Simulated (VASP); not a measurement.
# SrO (I4mm) in VASP: further runs, part 2 of 2

VASP 6.6.1. Earlier steps stand in the parts before.

**3. Single point, r2SCAN**

POSCAR reads:

```
SrO
1.0
    0.0000000000      2.5698000000      2.5698000000
    2.5698000000      0.0000000000      2.5698000000
    2.5698000000      2.5698000000      0.0000000000
Sr O
1 1
Direct
   -0.0145925753     -0.0145925753      0.0145925753
    0.5000000000      0.5000000000      0.5000000000
```

INCAR.step1 reads:

```
SYSTEM = SrO
PREC = Accurate
ENCUT = 520
ISMEAR = 0
SIGMA = 0.05
LREAL = .FALSE.
LASPH = .TRUE.
NELM = 100
NBANDS = 15
GGA = PE
ALGO = Normal
EDIFF = 1E-4
LWAVE = .TRUE.
LCHARG = .FALSE.
```

INCAR.step2 reads:

```
SYSTEM = SrO
PREC = Accurate
ENCUT = 520
EDIFF = 1E-6
ISMEAR = 0
SIGMA = 0.05
LREAL = .FALSE.
LASPH = .TRUE.
NELM = 100
ALGO = Normal
ISIF = 2
LWAVE = .FALSE.
LCHARG = .TRUE.
METAGGA = R2SCAN
LMIXTAU = .TRUE.
LELF = .TRUE.
LVHAR = .TRUE.
NBANDS = 15
ISTART = 1
```

KPOINTS reads:

```
Automatic mesh
0
G
  8 8 8
  0 0 0
```

Potentials or basis: VASP PAW PBE potentials, release 64 (Sr_sv, O).

Started as:

```
> cat potpaw_PBE.64/Sr_sv/POTCAR potpaw_PBE.64/O/POTCAR > POTCAR
> cp INCAR.step1 INCAR
> mpirun -np 1 vasp_std > vasp.out
> cp INCAR.step2 INCAR
> mpirun -np 1 vasp_std > vasp.out
```

OUTCAR:

```text
SYSTEM = SrO
   PREC = Accurate
   ENCUT = 520
   EDIFF = 1E-6
   ISMEAR = 0
   LREAL = .FALSE.
   LASPH = .TRUE.
   NELM = 100
   ISIF = 2
   METAGGA = R2SCAN
   ISTART = 1

 ion  position               nearest neighbor table
   1  0.985  0.985  0.015-   2 2.49   2 2.57   2 2.57   2 2.57   2 2.57   2 2.64
   2  0.500  0.500  0.500-   1 2.49   1 2.57   1 2.57   1 2.57   1 2.57   1 2.64

  LATTYP: Found a face centered cubic cell.
 ALAT       =     5.1396000000

  Lattice vectors:

 A1 = (   0.0000000000,   2.5698000000,   2.5698000000)
 A2 = (   2.5698000000,   0.0000000000,   2.5698000000)
 A3 = (   2.5698000000,   2.5698000000,   0.0000000000)

Analysis of symmetry for initial positions (statically):
=====================================================================
 Subroutine PRICEL returns:
 Original cell was already a primitive cell.

 Routine SETGRP: Setting up the symmetry group for a
 face centered cubic supercell.

 Subroutine GETGRP returns: Found  8 space group operations
 (whereof  8 operations were pure point group operations)
 out of a pool of 48 trial point group operations.

The static configuration has the point symmetry C_4v.

Analysis of symmetry for dynamics (positions and initial velocities):
=====================================================================
 Subroutine PRICEL returns:
 Original cell was already a primitive cell.

 Routine SETGRP: Setting up the symmetry group for a
 face centered cubic supercell.

 Subroutine GETGRP returns: Found  8 space group operations
 (whereof  8 operations were pure point group operations)
 out of a pool of 48 trial point group operations.

The dynamic configuration has the point symmetry C_4v.

 Subroutine INISYM returns: Found  8 space group operations
 (whereof  8 operations are pure point group operations),
 and found     1 'primitive' translations

----------------------------------------------------------------------------------------
[... 116 lines left out ...]
  Thomas-Fermi vector in A             =   2.406892
   LORBIT       =      0    0 simple, 1 ext, 2 COOP (PROOUT), +10 PAW based schemes
   METAGGA = R2SCAN    functional components
   LHFCALC =     F    Hartree Fock is set to
   AEXX    =    0.0000 exact exchange contribution
   IVDW    =     0    specifies the selected vdW correction
   LEPSILON=     F    determine dielectric tensor
   LRPA    =     F    only Hartree local field effects (RPA)
 non-spin polarized calculation
 Gauss-broadening in eV      SIGMA  =   0.05
  energy-cutoff  :      520.00
  volume of cell :       33.94
 maximum number of plane-waves:       941
   NGX = 13   NGY = 13   NGZ = 13

 number of electron      15.9999997 magnetization

 Free energy of the ion-electron system (eV)
  ---------------------------------------------------
  ext. energy  EPLUGINS =         0.00000000
  ---------------------------------------------------
  free energy    TOTEN  =       -27.04522455 eV

  energy without entropy =      -27.04522455  energy(sigma->0) =      -27.04522455

 E-fermi :   1.6656     XC(G=0): -10.5919

 val. band max:        1.3345164386   @ k =   0.0000   0.0000   0.0000
 cond. band min:       5.0904990245   @ k =   0.5000   0.5000   0.0000
 fundamental gap:      3.7559825859
 Fermi energy:         1.6656025959

 k-point     1 :       0.0000    0.0000    0.0000
  band No.  band energies     occupation
      1     -32.1141      2.00000
      2     -14.6969      2.00000
      3     -13.1360      2.00000
      4     -13.1360      2.00000
      5     -13.1251      2.00000
      6       1.3310      2.00000
      7       1.3310      2.00000
      8       1.3345      2.00000
      9       6.0133      0.00000
     10       8.1317      0.00000
     11       8.1540      0.00000
     12       8.1540      0.00000
     13      10.4552      0.00000
     14      10.4896      0.00000
[... 401 lines left out ...]
      2     -15.5745      2.00000
      3     -13.5795      2.00000
      4     -13.3595      2.00000
      5     -12.6892      2.00000
      6       0.1596      2.00000
      7       0.6115      2.00000
      8       0.7276      2.00000
      9       6.8710      0.00000
     10       9.5745      0.00000
     11      11.2099      0.00000
     12      11.6881      0.00000
     13      13.1731      0.00000
     14      14.4841      0.00000
     15      16.1633      0.00000

 [... further k-points ...]
[... 5 lines left out ...]
  --------------------------------------------------------------------------------------
  -------------------------------------------------------------------------------------
  Total        0.3427533      0.3427533      0.4900871      0.0000000      0.0000000      0.0000000
  in kB       16.1794696     16.1794696     23.1342743      0.0000000      0.0000000      0.0000000
  external PRESSURE =      18.4977378 kB  Pullay stress =       0.0000000 kB

 VOLUME and BASIS-vectors are now :
 -----------------------------------------------------------------------------
  energy-cutoff  :      520.00
  volume of cell :       33.94
      direct lattice vectors                 reciprocal lattice vectors
     0.000000000  2.569800000  2.569800000    -0.194567671  0.194567671  0.194567671
     2.569800000  0.000000000  2.569800000     0.194567671 -0.194567671  0.194567671
     2.569800000  2.569800000  0.000000000     0.194567671  0.194567671 -0.194567671

 POSITION                                       TOTAL-FORCE (eV/Angst)
 -----------------------------------------------------------------------------------
      2.56980      2.56980      5.06460         0.000000      0.000000      0.201349
      2.56980      2.56980      2.56980         0.000000      0.000000     -0.201349
 -----------------------------------------------------------------------------------
    total drift:                               -0.000000     -0.000000      0.001975

  FREE ENERGIE OF THE ION-ELECTRON SYSTEM (eV)
  ---------------------------------------------------
  free  energy   TOTEN  =       -27.0452245500 eV

  energy  without entropy=      -27.0452245500  energy(sigma->0) =      -27.04522455
```

OUTCAR.step1:

```text
SYSTEM = SrO
   PREC = Accurate
   ENCUT = 520
   ISMEAR = 0
   LREAL = .FALSE.
   LASPH = .TRUE.
[... 653 lines left out ...]
      2.56980      2.56980      5.06460         0.000000      0.000000      0.180398
      2.56980      2.56980      2.56980         0.000000      0.000000     -0.180398
 -----------------------------------------------------------------------------------
    total drift:                               -0.000000     -0.000000      0.000447

  FREE ENERGIE OF THE ION-ELECTRON SYSTEM (eV)
  ---------------------------------------------------
  free  energy   TOTEN  =       -12.0336912069 eV

  energy  without entropy=      -12.0336912069  energy(sigma->0) =      -12.03369121
```

It took 1.7 min on 1 thread of Intel Xeon Platinum 8488C (Sapphire Rapids), shared host; peak memory 0.18 GiB.

Results:

| Property | Result |
| --- | --- |
| Free energy | -27.0452 eV |
| Pressure | 1.8 GPa |
| Largest force | 0.201 eV/Å |
| Band gap on the k mesh | 3.76 eV, indirect (least direct gap 3.83 eV) |

Forces on the atoms (eV/Å):
```
Sr   0.000  0.000  0.201
O    0.000  0.000 -0.201
```

Caveat: the cell differs from its parent crystal (all Sr atoms moved +0.075 Å, as atom 1 towards its neighbour atom 2 (O) at 2.570 Å); the PAW data sets were made with another functional, which shifts forces and pressure a little. A k mesh can miss the band edges.

**4. Single point, r2SCAN**

POSCAR: that of step 3 with these lines changed.

```diff
@@ -8,3 +8,3 @@
 Direct
-   -0.0145925753     -0.0145925753      0.0145925753
+    0.0097283835      0.0097283835     -0.0097283835
     0.5000000000      0.5000000000      0.5000000000
```

INCAR.step1 reads:

```
SYSTEM = SrO
ALGO = Normal
EDIFF = 1E-4
ENCUT = 520
GGA = PE
ISMEAR = 0
LASPH = .TRUE.
LCHARG = .FALSE.
LREAL = .FALSE.
LWAVE = .TRUE.
NBANDS = 15
NELM = 100
PREC = Accurate
SIGMA = 0.05
```

INCAR.step2 reads:

```
SYSTEM = SrO
ALGO = Normal
EDIFF = 1E-6
ENCUT = 520
ISIF = 2
ISMEAR = 0
ISTART = 1
LASPH = .TRUE.
LCHARG = .TRUE.
LELF = .TRUE.
LMIXTAU = .TRUE.
LREAL = .FALSE.
LVHAR = .TRUE.
LWAVE = .FALSE.
METAGGA = R2SCAN
NBANDS = 15
NELM = 100
PREC = Accurate
SIGMA = 0.05
```

KPOINTS reads:

```
k-points
0
G
  8 8 8
  0 0 0
```

Started as:

```
> cat potpaw_PBE.64/Sr_sv/POTCAR potpaw_PBE.64/O/POTCAR > POTCAR
> cp INCAR.step1 INCAR
> mpirun -np 1 vasp_std > vasp.out
> cp INCAR.step2 INCAR
> mpirun -np 1 vasp_std > vasp.out
```

Wall time 100 s (1 thread of Intel Xeon Platinum 8488C (Sapphire Rapids), shared host); peak memory 0.18 GiB.

The run converged. Its results:

- Free energy: -27.0494 eV
- Pressure: 1.8 GPa
- Largest force: 0.131 eV/Å
- Band gap on the k mesh: 3.75 eV, indirect (least direct gap 3.83 eV)

Forces on the atoms (eV/Å):
```
Sr   0.000  0.000 -0.131
O    0.000  0.000  0.131
```

Stress tensor (GPa, compression positive):
```
1.66 0.00 0.00
0.00 1.66 0.00
0.00 0.00 1.97
```

Levels at points of the mesh, in eV from the valence-band top:
```csv
k point,band 6,band 7,band 8,band 9,band 10,band 11
"(0.00, 0.00, 0.00)",0.00,0.00,0.00,4.67,6.79,6.80
"(0.50, 0.00, 0.00)",-2.11,-1.13,-1.12,7.12,9.07,9.50
"(0.50, 0.50, 0.00)",-0.42,-0.08,-0.08,3.75,8.53,10.94
"(0.00, 0.50, 0.50)",-0.42,-0.09,-0.08,3.77,8.53,10.94
```

Caveat: the cell differs from its parent crystal (all Sr atoms moved -0.050 Å, as atom 1 towards its neighbour atom 2 (O) at 2.570 Å); the PAW data sets were made with another functional, which shifts forces and pressure a little.
